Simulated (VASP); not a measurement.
# Al (Cm) in VASP: a series of runs

Al is run at these levels: PBE+D3(BJ); tasks: single point.

Program: VASP 6.6.1. These are calculated values, not measurements. Logs are shortened: lines on timing, memory, paths and dates and some standing lists are left out, and cuts for length are marked.

## Step 1: The cell of the first run

It takes space group Cm (No. 8, monoclinic). Conventional cell: a = 4.875 Å, b = 2.814 Å, c = 9.241 Å, α = 90.00°, β = 90.00°, γ = 90.00°. Al (site symmetry m) has 12 Al at 2.40 to 2.82 Å within 3.2 Å. Within 3.3 Å of Al (site symmetry m) lie 12 Al at 2.40 to 3.22 Å. Within 3.7 Å of Al (site symmetry m) lie 12 Al at 2.81 to 3.22 Å. Al (site symmetry m) has 12 Al at 2.81 to 2.82 Å within 3.7 Å.

## Step 2: Single point, PBE+D3(BJ) (atom 2 (Al) moved by -0.140 Å along [1 2 0] and -0.420 Å along [0 0 1])

Contents of INCAR:

```
PREC     = Accurate       # precision mode
ENCUT    = 520            # plane-wave cutoff, eV
EDIFF    = 1E-6           # SCF threshold, eV
ISMEAR   = 0              # smearing method
SIGMA    = 0.15           # smearing width, eV
LREAL    = F              # projectors in reciprocal space
LASPH    = T              # aspherical terms in the spheres
NELM     = 80             # most SCF steps
ALGO     = Fast           # electronic algorithm
ISIF     = 2              # what is computed and relaxed
LWAVE    = F              # write WAVECAR
LCHARG   = T              # write CHGCAR
GGA      = PE             # functional
IVDW     = 12             # dispersion correction
LELF     = T              # ELF
LVHAR    = T            
NBANDS   = 14             # bands
```

Contents of KPOINTS:

```
regular mesh
0
Gamma
  18 18 4
```

Contents of POSCAR:

```
Al
1.0
    2.8144222650      0.0000000000      0.0000000000
   -1.4072111325      2.4373611785      0.0000000000
    0.0000000000      0.0000000000      9.2410470710
Al
4
Direct
    0.0000000000      0.0000000000      0.0000000000
    0.3046137490      0.6092274979      0.2045506048
    0.0000000000      0.0000000000      0.5000000000
    0.6666666667      0.3333333333      0.7500000000
```

Potentials or basis: VASP PAW PBE potentials, release 64 (Al).

Started as:

```sh
$ cat potpaw_PBE.64/Al/POTCAR > POTCAR
$ mpirun -np 1 vasp_std > vasp.out
```

OUTCAR:

```text
PREC = Accurate
   ENCUT = 520
   EDIFF = 1E-6
   ISMEAR = 0
   LREAL = F
   LASPH = T
   NELM = 80
   ISIF = 2
   GGA = PE
   IVDW = 12
 IVDW          = 12

 ion  position               nearest neighbor table
   1  0.000  0.000  0.000-   2 2.40   2 2.54   2 2.54   4 2.82   4 2.82   4 2.82
   2  0.305  0.609  0.205-   1 2.40   1 2.54   1 2.54   3 3.11   3 3.22   3 3.22
   3  0.000  0.000  0.500-   4 2.82   4 2.82   4 2.82   2 3.11   2 3.22   2 3.22
   4  0.667  0.333  0.750-   1 2.82   3 2.82   1 2.82   3 2.82   1 2.82   3 2.82

  LATTYP: Found a hexagonal cell.
 ALAT       =     2.8144222650
 C/A-ratio  =     3.2834614713

  Lattice vectors:

 A1 = (   2.8144222650,   0.0000000000,   0.0000000000)
 A2 = (  -1.4072111325,   2.4373611785,   0.0000000000)
 A3 = (   0.0000000000,   0.0000000000,   9.2410470710)

Analysis of symmetry for initial positions (statically):
=====================================================================
 Subroutine PRICEL returns:
 Original cell was already a primitive cell.

 Routine SETGRP: Setting up the symmetry group for a
 hexagonal supercell.

 Subroutine GETGRP returns: Found  2 space group operations
 (whereof  2 operations were pure point group operations)
 out of a pool of 24 trial point group operations.

The static configuration has the point symmetry C_1h.

Analysis of symmetry for dynamics (positions and initial velocities):
=====================================================================
 Subroutine PRICEL returns:
 Original cell was already a primitive cell.

 Routine SETGRP: Setting up the symmetry group for a
 hexagonal supercell.

 Subroutine GETGRP returns: Found  2 space group operations
 (whereof  2 operations were pure point group operations)
 out of a pool of 24 trial point group operations.

The dynamic configuration has the point symmetry C_1h.

 Subroutine INISYM returns: Found  2 space group operations
 (whereof  2 operations are pure point group operations),
 and found     1 'primitive' translations

----------------------------------------------------------------------------------------

                                     Primitive cell

  volume of cell :      63.3914

  direct lattice vectors                    reciprocal lattice vectors
     2.814422265  0.000000000  0.000000000     0.355312709  0.205139888  0.000000000
    -1.407211133  2.437361178  0.000000000     0.000000000  0.410279777  0.000000000
[... 102 lines left out ...]
   EMIN   =  10.00;   EMAX   =-10.00  energy-range for DOS
   EFERMI =   0.00;   METHOD = LEGACY
   ISMEAR =     0;   SIGMA  =   0.15  broadening in eV -4-tet -1-fermi 0-gaus
   EFERMI_NEDOS =   21; number of points for ismear=-14 and -15
   IALGO  =     68    algorithm
   IMIX   =      4    mixing-type and parameters
     AMIX     =   0.40;   BMIX     =  1.00
     AMIX_MAG =   1.60;   BMIX_MAG =  1.00
  volume/ion in A,a.u.               =      15.85       106.95
  Fermi-wavevector in a.u.,A,eV,Ry     =   0.939994  1.776331 12.021957  0.883589
  Thomas-Fermi vector in A             =   2.067362
   LORBIT       =      0    0 simple, 1 ext, 2 COOP (PROOUT), +10 PAW based schemes
   GGA     = PE    functional components
   LHFCALC =     F    Hartree Fock is set to
   AEXX    =    0.0000 exact exchange contribution
   IVDW    =    12    specifies the selected vdW correction
   LEPSILON=     F    determine dielectric tensor
   LRPA    =     F    only Hartree local field effects (RPA)
 non-spin polarized calculation
 RMM-DIIS sequential band-by-band and
 Gauss-broadening in eV      SIGMA  =   0.15
  energy-cutoff  :      520.00
  volume of cell :       63.39
 maximum number of plane-waves:      1724
 NGX is ok and might be reduce to    24
   NGX = 11   NGY = 11   NGZ = 35

 number of electron      12.0000000 magnetization

 Free energy of the ion-electron system (eV)
  ---------------------------------------------------
  ext. energy  EPLUGINS =         0.00000000
  ---------------------------------------------------
  free energy    TOTEN  =       -14.33119925 eV

  energy without entropy =      -14.31602548  energy(sigma->0) =      -14.32361236

 E-fermi :   8.3702     XC(G=0): -10.3146

 val. band max:        8.3635212786   @ k =   0.4444   0.3333   0.5000
 cond. band min:       8.3702508608   @ k =   0.5000   0.0000   0.2500
 fundamental gap:      0.0067295822
 Fermi energy:         8.3701845947

 k-point     1 :       0.0000    0.0000    0.0000
  band No.  band energies     occupation
      1      -3.2919      2.00000
      2      -1.7577      2.00000
      3      -0.7187      2.00000
      4       3.7887      2.00000
      5       3.8934      2.00000
      6      11.6181      0.00000
      7      12.0806      0.00000
      8      18.7854      0.00000
      9      18.9310      0.00000
     10      19.1143      0.00000
     11      19.2289      0.00000
     12      20.1635      0.00000
     13      20.2004      0.00000
     14      20.5667      0.00000
[... 377 lines left out ...]
      1      -2.7569      2.00000
      2      -1.2273      2.00000
      3      -0.1885      2.00000
      4       4.2868      2.00000
      5       4.4111      2.00000
      6      12.0140      0.00000
      7      12.4001      0.00000
      8      14.3844      0.00000
      9      15.3860      0.00000
     10      15.7089      0.00000
     11      16.4754      0.00000
     12      17.1485      0.00000
     13      17.9810      0.00000
     14      19.2958      0.00000

 [... further k-points ...]

------------------------ aborting loop because EDIFF is reached ----------------------------------------

 Edisp (eV)   -1.40506

 E8    (eV) :    -0.6290

  FORCE on cell =-STRESS in cart. coord.  units (eV):
  Direction    XX          YY          ZZ          XY          YZ          ZX
  --------------------------------------------------------------------------------------
  -------------------------------------------------------------------------------------
  Total       0.83006     1.38832     3.04278     0.00000     0.74143     0.00000
  in kB      20.97925    35.08902    76.90434     0.00000    18.73907     0.00000
  external pressure =       44.32 kB  Pullay stress =        0.00 kB

 VOLUME and BASIS-vectors are now :
 -----------------------------------------------------------------------------
  energy-cutoff  :      520.00
  volume of cell :       63.39
      direct lattice vectors                 reciprocal lattice vectors
     2.814422265  0.000000000  0.000000000     0.355312709  0.205139888  0.000000000
    -1.407211133  2.437361178  0.000000000     0.000000000  0.410279777  0.000000000
     0.000000000  0.000000000  9.241047071     0.000000000  0.000000000  0.108212846

 POSITION                                       TOTAL-FORCE (eV/Angst)
 -----------------------------------------------------------------------------------
      0.00000      0.00000      0.00000        -0.000000     -0.405011     -2.380211
      0.00000      1.48491      1.89026        -0.000000      0.433714      2.969528
      0.00000      0.00000      4.62052         0.000000     -0.016061     -0.620012
      1.40721      0.81245      6.93079         0.000000     -0.012642      0.030696
 -----------------------------------------------------------------------------------
    total drift:                               -0.000000      0.000007     -0.000039

  FREE ENERGIE OF THE ION-ELECTRON SYSTEM (eV)
  ---------------------------------------------------
  free  energy   TOTEN  =       -15.7362594573 eV

  energy  without entropy=      -15.7210856903  energy(sigma->0) =      -15.72867257
```

Run time: 2.4 min. Hardware: 1 thread of Intel Xeon Platinum 8488C (Sapphire Rapids), shared host; peak memory 0.36 GiB.

Results:

```yaml
Free_energy: -15.7363 eV
Pressure: 4.4 GPa
Largest_force: 3.001 eV/Å
Band_gap_on_the_k_mesh: zero (bands 6 and 7 overlap by 5.05 eV)
Dispersion_energy_per_atom: -0.351 eV
```

Forces on the atoms (eV/Å):
```
Al   0.000 -0.405 -2.380
Al   0.000  0.434  2.970
Al   0.000 -0.016 -0.620
Al   0.000 -0.013  0.031
```

Stress tensor (GPa, compression positive):
```
2.10 0.00 0.00
0.00 3.51 1.87
0.00 1.87 7.69
```

Levels at points of the mesh, in eV from the Fermi level:
```tsv
k point	band 2	band 3	band 4	band 5	band 6	band 7	band 8	band 9	band 10	band 11
(0.00, 0.00, 0.00)	-10.13	-9.09	-4.58	-4.48	3.25	3.71	10.42	10.56	10.74	10.86
(0.50, 0.00, 0.00)	-5.59	-4.28	-4.11	-3.00	-2.93	0.96	1.31	1.48	1.76	5.43
(0.00, 0.50, 0.00)	-5.62	-4.29	-4.13	-2.96	-2.89	1.03	1.25	1.51	1.73	5.44
(0.00, 0.00, 0.50)	-10.67	-7.77	-7.07	-1.14	-0.63	8.27	8.44	10.49	10.60	10.81
(0.50, 0.00, 0.50)	-5.48	-4.71	-4.54	-1.97	-1.80	-1.03	-0.84	4.40	4.59	4.72
(0.00, 0.50, 0.50)	-5.50	-4.71	-4.54	-1.92	-1.76	-1.01	-0.89	4.33	4.62	4.81
```

Caveat: the cell differs from its parent crystal (atom 2 (Al) moved by -0.140 Å along [1 2 0] and -0.420 Å along [0 0 1]); the cell stands under pressure; forces of over 1 eV/Å act on the atoms, so gaps and moduli don't describe the material at rest.

## Step 3: Single point, PBE+D3(BJ) (atom 2 (Al) moved by -0.140 Å along [1 2 0] and -0.280 Å along [0 0 1])

Contents of INCAR:

```
ALGO = Fast ; EDIFF = 1E-6
ENCUT = 520 ; GGA = PE
ISIF = 2 ; ISMEAR = 0
IVDW = 12 ; LASPH = T
LCHARG = T ; LELF = T
LREAL = F ; LVHAR = T
LWAVE = F ; NBANDS = 14
NELM = 100 ; PREC = Accurate
SIGMA = 0.15
```

Contents of KPOINTS:

```
k-points
0
Gamma
  18 18 4
```

POSCAR, as its differences from that of step 2:

```diff
@@ -9,3 +9,3 @@
     0.0000000000      0.0000000000      0.0000000000
-    0.3046137490      0.6092274979      0.2045506048
+    0.3046137490      0.6092274979      0.2197004032
     0.0000000000      0.0000000000      0.5000000000
```

Potentials or basis: VASP PAW PBE potentials, release 64 (Al).

Started as:

```sh
$ cat potpaw_PBE.64/Al/POTCAR > POTCAR
$ mpirun -np 1 vasp_std > vasp.out
```

Wall time 2.1 min (1 thread of Intel Xeon 6975P-C (Granite Rapids), shared host); peak memory 0.36 GiB.

It converged, with:

| Quantity | Value |
| --- | --- |
| Free energy | -16.0648 eV |
| Pressure | 2.0 GPa |
| Largest force | 1.802 eV/Å |
| Band gap on the k mesh | zero (bands 6 and 7 overlap by 5.22 eV) |
| Dispersion energy per atom | -0.351 eV |

Forces on the atoms (eV/Å):
```
Al   0.000 -0.256 -1.299
Al   0.000  0.300  1.777
Al   0.000 -0.031 -0.502
Al   0.000 -0.013  0.025
```

Stress tensor (GPa, compression positive):
```
0.65 0.00 0.00
0.00 1.54 1.15
0.00 1.15 3.76
```

Levels at points of the mesh, in eV from the Fermi level:
```
           k point  band 2  band 3  band 4  band 5  band 6  band 7  band 8  band 9  band 10  band 11
(0.00, 0.00, 0.00)  -10.01   -9.28   -4.68   -4.48    3.29    3.63   10.78   10.89    10.98    11.07
(0.50, 0.00, 0.00)   -5.42   -4.17   -4.04   -3.15   -3.10    0.87    1.30    1.41     1.74     5.68
(0.00, 0.50, 0.00)   -5.45   -4.19   -4.07   -3.11   -3.06    0.95    1.23    1.45     1.69     5.68
(0.00, 0.00, 0.50)  -10.74   -7.72   -7.26   -1.09   -0.74    8.34    8.40   10.91    10.99    11.11
(0.50, 0.00, 0.50)   -5.25   -4.76   -4.62   -1.94   -1.85   -1.12   -1.01    4.51     4.61     4.71
(0.00, 0.50, 0.50)   -5.27   -4.76   -4.63   -1.89   -1.78   -1.12   -1.07    4.44     4.65     4.78
```

Caveat: the cell differs from its parent crystal (atom 2 (Al) moved by -0.140 Å along [1 2 0] and -0.280 Å along [0 0 1]); forces of over 1 eV/Å act on the atoms, so gaps and moduli don't describe the material at rest.

## Step 4: Single point, PBE+D3(BJ) (atom 2 (Al) moved by -0.140 Å along [1 2 0] and -0.560 Å along [0 0 1])

Contents of INCAR:

```
PREC     = Accurate       # precision mode
ENCUT    = 520            # plane-wave cutoff, eV
EDIFF    = 1E-6           # SCF threshold, eV
ISMEAR   = 0              # smearing method
SIGMA    = 0.15           # smearing width, eV
LREAL    = False          # projectors in reciprocal space
LASPH    = True           # aspherical terms in the spheres
NELM     = 60             # most SCF steps
ALGO     = Fast           # electronic algorithm
ISIF     = 2              # what is computed and relaxed
LWAVE    = False          # write WAVECAR
LCHARG   = True           # write CHGCAR
GGA      = PE             # functional
IVDW     = 12             # dispersion correction
LELF     = True           # ELF
LVHAR    = True         
NBANDS   = 14             # bands
```

Contents of KPOINTS:

```
regular mesh
0
Gamma
  18 18 4
```

POSCAR, as its differences from that of step 3:

```diff
@@ -9,3 +9,3 @@
     0.0000000000      0.0000000000      0.0000000000
-    0.3046137490      0.6092274979      0.2197004032
+    0.3046137490      0.6092274979      0.1894008065
     0.0000000000      0.0000000000      0.5000000000
```

Started as:

```sh
$ cat potpaw_PBE.64/Al/POTCAR > POTCAR
$ mpirun -np 1 vasp_std > vasp.out
```

Run time: 2.2 min. Hardware: 1 thread of Intel Xeon 6975P-C (Granite Rapids), shared host; peak memory 0.37 GiB.

The run converged. Its results:

- Free energy: -15.2157 eV
- Pressure: 8.0 GPa
- Largest force: 4.575 eV/Å
- Band gap on the k mesh: zero (bands 6 and 7 overlap by 4.89 eV)
- Dispersion energy per atom: -0.352 eV

Forces on the atoms (eV/Å):
```
Al   0.000 -0.627 -3.868
Al   0.000  0.647  4.529
Al   0.000 -0.007 -0.680
Al   0.000 -0.013  0.019
```

Stress tensor (GPa, compression positive):
```
 4.05  0.00  0.00
 0.00  6.68  2.77
 0.00  2.77 13.22
```

Levels at points of the mesh, in eV from the Fermi level:
```
           k point  band 3  band 4  band 5  band 6  band 7  band 8  band 9  band 10
(0.00, 0.00, 0.00)   -8.91   -4.51   -4.41    3.24    3.78    9.94   10.12    10.40
(0.50, 0.00, 0.00)   -4.36   -4.15   -2.84   -2.76    1.06    1.30    1.56     1.83
(0.00, 0.50, 0.00)   -4.38   -4.16   -2.81   -2.73    1.11    1.26    1.61     1.80
(0.00, 0.00, 0.50)   -7.79   -6.87   -1.16   -0.51    8.18    8.50   10.00    10.13
(0.50, 0.00, 0.50)   -4.67   -4.47   -1.98   -1.76   -0.90   -0.64    4.28     4.57
(0.00, 0.50, 0.50)   -4.68   -4.47   -1.94   -1.73   -0.86   -0.68    4.23     4.60
```

Caveat: the cell differs from its parent crystal (atom 2 (Al) moved by -0.140 Å along [1 2 0] and -0.560 Å along [0 0 1]); the cell stands under pressure; forces of over 1 eV/Å act on the atoms, so gaps and moduli don't describe the material at rest.

## Step 5: Single point, PBE+D3(BJ) (atom 2 (Al) moved by +0.140 Å along [1 2 0] and -0.700 Å along [0 0 1])

Contents of INCAR:

```
SYSTEM = Al
PREC = Accurate
ENCUT = 520
EDIFF = 1E-6
ISMEAR = 0
SIGMA = 0.15
LREAL = .FALSE.
LASPH = .TRUE.
NELM = 100
ALGO = Fast
ISIF = 2
LWAVE = .FALSE.
LCHARG = .FALSE.
GGA = PE
IVDW = 12
NBANDS = 14
```

Contents of KPOINTS:

```
regular mesh
0
G
  18 18 4
  0 0 0
```

POSCAR, as its differences from that of step 4:

```diff
@@ -9,3 +9,3 @@
     0.0000000000      0.0000000000      0.0000000000
-    0.3046137490      0.6092274979      0.1894008065
+    0.3620529177      0.7241058354      0.1742510081
     0.0000000000      0.0000000000      0.5000000000
```

Started as:

```sh
$ cat potpaw_PBE.64/Al/POTCAR > POTCAR
$ mpirun -np 1 vasp_std > vasp.out
```

It took 3.3 min on 1 thread of Intel Xeon Platinum 8124M at 3.00GHz (Skylake/Cascade Lake), shared host; peak memory 0.37 GiB.

The run converged. Its results:

```
Free energy                : -14.4659 eV
Pressure                   : 12.7 GPa
Largest force              : 6.432 eV/Å
Band gap on the k mesh     : zero (bands 6 and 7 overlap by 4.97 eV)
Dispersion energy per atom : -0.352 eV
```

Forces on the atoms (eV/Å):
```
Al   0.000  0.662 -5.714
Al   0.000 -0.679  6.396
Al   0.000  0.002 -0.686
Al   0.000  0.015  0.005
```

Stress tensor (GPa, compression positive):
```
11.51  0.00  0.00
 0.00  7.00 -2.75
 0.00 -2.75 19.48
```

Levels at points of the mesh, in eV from the Fermi level:
| k point | band 4 | band 5 | band 6 | band 7 | band 8 | band 9 |
| --- | --- | --- | --- | --- | --- | --- |
| (0.00, 0.00, 0.00) | -4.50 | -4.23 | 3.27 | 3.84 | 9.40 | 9.65 |
| (0.50, 0.00, 0.00) | -4.18 | -2.67 | -2.57 | 1.20 | 1.26 | 1.74 |
| (0.00, 0.50, 0.00) | -4.17 | -2.70 | -2.60 | 1.15 | 1.29 | 1.65 |
| (0.00, 0.00, 0.50) | -6.65 | -1.15 | -0.38 | 8.07 | 8.58 | 9.40 |
| (0.50, 0.00, 0.50) | -4.41 | -1.95 | -1.70 | -0.72 | -0.45 | 4.16 |
| (0.00, 0.50, 0.50) | -4.41 | -1.98 | -1.71 | -0.77 | -0.42 | 4.15 |

Caveat: the cell differs from its parent crystal (atom 2 (Al) moved by +0.140 Å along [1 2 0] and -0.700 Å along [0 0 1]); the cell stands under pressure; forces of over 1 eV/Å act on the atoms, so gaps and moduli don't describe the material at rest.

## Step 6: The runs side by side

| cell | gap on the mesh (eV) | pressure (GPa) | largest force (eV/Å) |
| --- | --- | --- | --- |
| as given, atomic positions A | none | 4.4 | 3.00 |
| as given, atomic positions B | none | 2.0 | 1.80 |
| as given, atomic positions C | none | 8.0 | 4.57 |
| as given, atomic positions D | none | 12.7 | 6.43 |

Alike in all rows: task single point; level PBE+D3(BJ); potentials or basis VASP PAW PBE potentials, release 64 (Al); no spin polarisation; k mesh 18 × 18 × 4; cutoff (eV) 520; smearing gaussian 0.15 eV.

Caveats: forces of over 1 eV/Å act on the atoms, so gaps and moduli don't describe the material at rest; the cell stands under pressure (at least some runs).

Absolute energies hang on the potentials; compare differences alone.
